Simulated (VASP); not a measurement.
Here is a VASP 6.6.1 calculation.

The input POSCAR:

```
SbW
1.0
    0.0000000000      3.1234445155      3.1234445155
    3.1234445155      0.0000000000      3.1234445155
    3.1234445155      3.1234445155      0.0000000000
W Sb
1 1
Direct
    0.0000000000      0.0000000000      0.0000000000
    0.2500000000      0.2500000000      0.2500000000
```

INCAR.step1

```
PREC     = Accurate       # precision mode
ENCUT    = 520            # plane-wave cutoff, eV
ISMEAR   = 0              # smearing method
SIGMA    = 0.05           # smearing width, eV
LREAL    = F              # projectors in reciprocal space
LASPH    = T              # aspherical terms in the spheres
NELM     = 100            # most SCF steps
NBANDS   = 16             # bands
GGA      = PE             # functional
ALGO     = Normal         # electronic algorithm
EDIFF    = 1E-4           # SCF threshold, eV
LWAVE    = T              # write WAVECAR
LCHARG   = F              # write CHGCAR
```

INCAR.step2

```
PREC     = Accurate       # precision mode
ENCUT    = 520            # plane-wave cutoff, eV
EDIFF    = 1E-6           # SCF threshold, eV
ISMEAR   = 0              # smearing method
SIGMA    = 0.05           # smearing width, eV
LREAL    = F              # projectors in reciprocal space
LASPH    = T              # aspherical terms in the spheres
NELM     = 100            # most SCF steps
ALGO     = Normal         # electronic algorithm
ISIF     = 2              # what is computed and relaxed
LWAVE    = F              # write WAVECAR
LCHARG   = F              # write CHGCAR
METAGGA  = R2SCAN         # meta-GGA
LMIXTAU  = T            
NBANDS   = 16             # bands
ISTART   = 1
```

File KPOINTS:

```
regular mesh
0
Gamma
  10 10 10
```

Potentials or basis: VASP PAW PBE potentials, release 64 (W_sv, Sb).

Command:

```sh
$ cat potpaw_PBE.64/W_sv/POTCAR potpaw_PBE.64/Sb/POTCAR > POTCAR
$ cp INCAR.step1 INCAR
$ mpirun -np 1 vasp_std > vasp.out
$ cp INCAR.step2 INCAR
$ mpirun -np 1 vasp_std > vasp.out
```

Q: Predict the pressure.

A: -5.4 GPa.

Q: Predict the band gap on the k mesh.

A: Zero (an odd number of electrons rules out a gap without spin polarisation).

Caveat: the cell stands under tension; the PAW data sets were made with another functional, which shifts forces and pressure a little; spin-orbit coupling is left out, which moves the levels of the heavy elements.
